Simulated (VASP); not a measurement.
# Ta (Pm-3n) in VASP: single point with r2SCAN

Aim: the single point of Ta with r2SCAN.

Program: VASP 6.6.1. These are calculated values, not measurements. Logs are shortened: lines on timing, memory, paths and dates and some standing lists are left out, and cuts for length are marked.

### Step 1. The cell of the first run

It takes space group Pm-3n (No. 223, cubic). Conventional cell: a = 5.290 Å, b = 5.290 Å, c = 5.290 Å, α = 90.00°, β = 90.00°, γ = 90.00°. Within 3.9 Å of Ta (site symmetry m-3) lie 12 Ta at 2.96 Å. Within 3.5 Å of Ta (site symmetry -4m2) lie 14 Ta at 2.64 to 3.24 Å.

### Step 2. Single point, r2SCAN

Input file POSCAR:

```
Ta
1.0
    5.2897844345      0.0000000000      0.0000000000
    0.0000000000      5.2897844345      0.0000000000
    0.0000000000      0.0000000000      5.2897844345
Ta
8
Direct
    0.0000000000      0.0000000000      0.0000000000
    0.5000000000      0.5000000000      0.5000000000
    0.2500000000      0.0000000000      0.5000000000
    0.7500000000      0.0000000000      0.5000000000
    0.5000000000      0.7500000000      0.0000000000
    0.5000000000      0.2500000000      0.0000000000
    0.0000000000      0.5000000000      0.7500000000
    0.0000000000      0.5000000000      0.2500000000
```

Input file INCAR.step1:

```
ALGO = Normal ; EDIFF = 1E-4
ENCUT = 520 ; GGA = PE
ISMEAR = 0 ; LASPH = True
LCHARG = False ; LREAL = False
LWAVE = True ; NBANDS = 54
NELM = 100 ; PREC = Accurate
SIGMA = 0.1
```

Input file INCAR.step2:

```
ALGO = Normal ; EDIFF = 1E-6
ENCUT = 520 ; ISIF = 2
ISMEAR = 0 ; ISTART = 1
LASPH = True ; LCHARG = False
LMIXTAU = True ; LREAL = False
LWAVE = False ; METAGGA = R2SCAN
NBANDS = 54 ; NELM = 100
PREC = Accurate ; SIGMA = 0.1
```

Input file KPOINTS:

```
k-points
0
Gamma
  8 8 8
```

Potentials or basis: VASP PAW PBE potentials, release 64 (Ta_pv).

Command:

```
$ cat potpaw_PBE.64/Ta_pv/POTCAR > POTCAR
$ cp INCAR.step1 INCAR
$ mpirun -np 1 vasp_std > vasp.out
$ cp INCAR.step2 INCAR
$ mpirun -np 1 vasp_std > vasp.out
```

OUTCAR:

```text
EDIFF = 1E-6
   ENCUT = 520
   ISIF = 2
   ISMEAR = 0
   ISTART = 1
   LASPH = True
   LREAL = False
   METAGGA = R2SCAN
   NELM = 100
   PREC = Accurate

 ion  position               nearest neighbor table
   1  0.000  0.000  0.000-   3 2.96   4 2.96   5 2.96   6 2.96   7 2.96   8 2.96   3 2.96   4 2.96
                             7 2.96   8 2.96   5 2.96   6 2.96
   2  0.500  0.500  0.500-   3 2.96   4 2.96   5 2.96   6 2.96   7 2.96   8 2.96   5 2.96   6 2.96
                             3 2.96   4 2.96   7 2.96   8 2.96
   3  0.250  0.000  0.500-   4 2.64   4 2.64   1 2.96   1 2.96   2 2.96   2 2.96   8 3.24   5 3.24
                             5 3.24   6 3.24   6 3.24   7 3.24   8 3.24   7 3.24
   4  0.750  0.000  0.500-   3 2.64   3 2.64   1 2.96   1 2.96   2 2.96   2 2.96   8 3.24   5 3.24
                             5 3.24   6 3.24   6 3.24   7 3.24   8 3.24   7 3.24
   5  0.500  0.750  0.000-   6 2.64   6 2.64   1 2.96   2 2.96   2 2.96   1 2.96   8 3.24   4 3.24
                             3 3.24   4 3.24   3 3.24   7 3.24   7 3.24   8 3.24
   6  0.500  0.250  0.000-   5 2.64   5 2.64   1 2.96   2 2.96   2 2.96   1 2.96   8 3.24   4 3.24
                             3 3.24   4 3.24   3 3.24   7 3.24   7 3.24   8 3.24
   7  0.000  0.500  0.750-   8 2.64   8 2.64   1 2.96   2 2.96   1 2.96   2 2.96   3 3.24   4 3.24
                             5 3.24   3 3.24   4 3.24   6 3.24   5 3.24   6 3.24
   8  0.000  0.500  0.250-   7 2.64   7 2.64   1 2.96   2 2.96   1 2.96   2 2.96   3 3.24   4 3.24
                             5 3.24   3 3.24   4 3.24   6 3.24   5 3.24   6 3.24

  LATTYP: Found a simple cubic cell.
 ALAT       =     5.2897844345

  Lattice vectors:

 A1 = (   5.2897844345,   0.0000000000,   0.0000000000)
 A2 = (   0.0000000000,   5.2897844345,   0.0000000000)
 A3 = (   0.0000000000,   0.0000000000,   5.2897844345)

Analysis of symmetry for initial positions (statically):
=====================================================================
 Subroutine PRICEL returns:
 Original cell was already a primitive cell.

 Routine SETGRP: Setting up the symmetry group for a
 simple cubic supercell.

 Subroutine GETGRP returns: Found 48 space group operations
 (whereof 24 operations were pure point group operations)
 out of a pool of 48 trial point group operations.

The static configuration has the point symmetry T_h .
 The point group associated with its full space group is O_h .

Analysis of symmetry for dynamics (positions and initial velocities):
=====================================================================
 Subroutine PRICEL returns:
 Original cell was already a primitive cell.

 Routine SETGRP: Setting up the symmetry group for a
 simple cubic supercell.
[... 128 lines left out ...]
   PSTRESS=    0.0 pullay stress
   NELECT =      88.0000    total number of electrons
   NUPDOWN=      -1.0000    fix difference up-down
   EMIN   =  10.00;   EMAX   =-10.00  energy-range for DOS
   EFERMI =   0.00;   METHOD = LEGACY
   ISMEAR =     0;   SIGMA  =   0.10  broadening in eV -4-tet -1-fermi 0-gaus
   EFERMI_NEDOS =   21; number of points for ismear=-14 and -15
   IALGO  =     38    algorithm
   IMIX   =      4    mixing-type and parameters
     AMIX     =   0.40;   BMIX     =  1.00
     AMIX_MAG =   1.60;   BMIX_MAG =  1.00
  volume/ion in A,a.u.               =      18.50       124.86
  Fermi-wavevector in a.u.,A,eV,Ry     =   1.376568  2.601337 25.782226  1.894940
  Thomas-Fermi vector in A             =   2.501801
   LORBIT       =      0    0 simple, 1 ext, 2 COOP (PROOUT), +10 PAW based schemes
   METAGGA = R2SCAN    functional components
   LHFCALC =     F    Hartree Fock is set to
   AEXX    =    0.0000 exact exchange contribution
   IVDW    =     0    specifies the selected vdW correction
   LEPSILON=     F    determine dielectric tensor
   LRPA    =     F    only Hartree local field effects (RPA)
 non-spin polarized calculation
 Gauss-broadening in eV      SIGMA  =   0.10
  energy-cutoff  :      520.00
  volume of cell :      148.02
 maximum number of plane-waves:      4013
 NGX is ok and might be reduce to    40
   NGX = 19   NGY = 19   NGZ = 19

 number of electron      87.9999970 magnetization

 Free energy of the ion-electron system (eV)
  ---------------------------------------------------
  ext. energy  EPLUGINS =         0.00000000
  ---------------------------------------------------
  free energy    TOTEN  =      -388.53136938 eV

  energy without entropy =     -388.50848201  energy(sigma->0) =     -388.51992569

 E-fermi :   5.2116     XC(G=0): -13.6090

 val. band max:        5.2049079937   @ k =   0.5000   0.5000   0.3750
 cond. band min:       5.2186241049   @ k =   0.3750   0.3750   0.0000
 fundamental gap:      0.0137161112
 Fermi energy:         5.2115963585

 k-point     1 :       0.0000    0.0000    0.0000
  band No.  band energies     occupation
      1     -30.6910      2.00000
      2     -30.6910      2.00000
      3     -30.5569      2.00000
      4     -30.2810      2.00000
      5     -30.2810      2.00000
      6     -30.2810      2.00000
[... 1357 lines left out ...]
     53       8.2884      0.00000
     54       8.9472      0.00000

 [... further k-points ...]

------------------------ aborting loop because EDIFF is reached ----------------------------------------

  FORCE on cell =-STRESS in cart. coord.  units (eV):
  Direction    XX          YY          ZZ          XY          YZ          ZX
  --------------------------------------------------------------------------------------
  -------------------------------------------------------------------------------------
  Total        0.5437664      0.5437664      0.5437664     -0.0000000      0.0000000      0.0000000
  in kB        5.8858473      5.8858473      5.8858473     -0.0000000      0.0000000      0.0000000
  external PRESSURE =       5.8858473 kB  Pullay stress =       0.0000000 kB

 VOLUME and BASIS-vectors are now :
 -----------------------------------------------------------------------------
  energy-cutoff  :      520.00
  volume of cell :      148.02
      direct lattice vectors                 reciprocal lattice vectors
     5.289784434  0.000000000  0.000000000     0.189043620  0.000000000  0.000000000
     0.000000000  5.289784434  0.000000000     0.000000000  0.189043620  0.000000000
     0.000000000  0.000000000  5.289784434     0.000000000  0.000000000  0.189043620

 POSITION                                       TOTAL-FORCE (eV/Angst)
 -----------------------------------------------------------------------------------
      0.00000      0.00000      0.00000         0.000000      0.000000      0.000000
      2.64489      2.64489      2.64489         0.000000      0.000000      0.000000
      1.32245      0.00000      2.64489        -0.000000     -0.000000      0.000000
      3.96734      0.00000      2.64489         0.000000     -0.000000     -0.000000
      2.64489      3.96734      0.00000        -0.000000     -0.000000     -0.000000
      2.64489      1.32245      0.00000        -0.000000      0.000000     -0.000000
      0.00000      2.64489      3.96734         0.000000      0.000000     -0.000000
      0.00000      2.64489      1.32245         0.000000      0.000000      0.000000
 -----------------------------------------------------------------------------------
    total drift:                               -0.000000     -0.000000      0.000000

  FREE ENERGIE OF THE ION-ELECTRON SYSTEM (eV)
  ---------------------------------------------------
  free  energy   TOTEN  =      -388.5313693765 eV

  energy  without entropy=     -388.5084820051  energy(sigma->0) =     -388.51992569
```

OUTCAR.step1:

```text
EDIFF = 1E-4
   ENCUT = 520
   GGA = PE
   ISMEAR = 0
[... 1623 lines left out ...]
      2.64489      3.96734      0.00000        -0.000000      0.000000     -0.000000
      2.64489      1.32245      0.00000         0.000000     -0.000000      0.000000
      0.00000      2.64489      3.96734        -0.000000      0.000000     -0.000000
      0.00000      2.64489      1.32245         0.000000     -0.000000      0.000000
 -----------------------------------------------------------------------------------
    total drift:                               -0.000000     -0.000000      0.000000

  FREE ENERGIE OF THE ION-ELECTRON SYSTEM (eV)
  ---------------------------------------------------
  free  energy   TOTEN  =       -94.2700684607 eV

  energy  without entropy=      -94.2393289914  energy(sigma->0) =      -94.25469873
```

It took 9.3 min on 1 thread of AMD EPYC 9R45 (Zen 5), shared host; peak memory 0.34 GiB.

What came out:

```yaml
Free_energy: -388.5314 eV
Pressure: 0.6 GPa
Band_gap_on_the_k_mesh: zero (band 44 reaches 5.25 eV, above the bottom of band 45 at 5.08 eV)
```

Caveat: the PAW data sets were made with another functional, which shifts forces and pressure a little; spin-orbit coupling is left out, which moves the levels of the heavy elements.
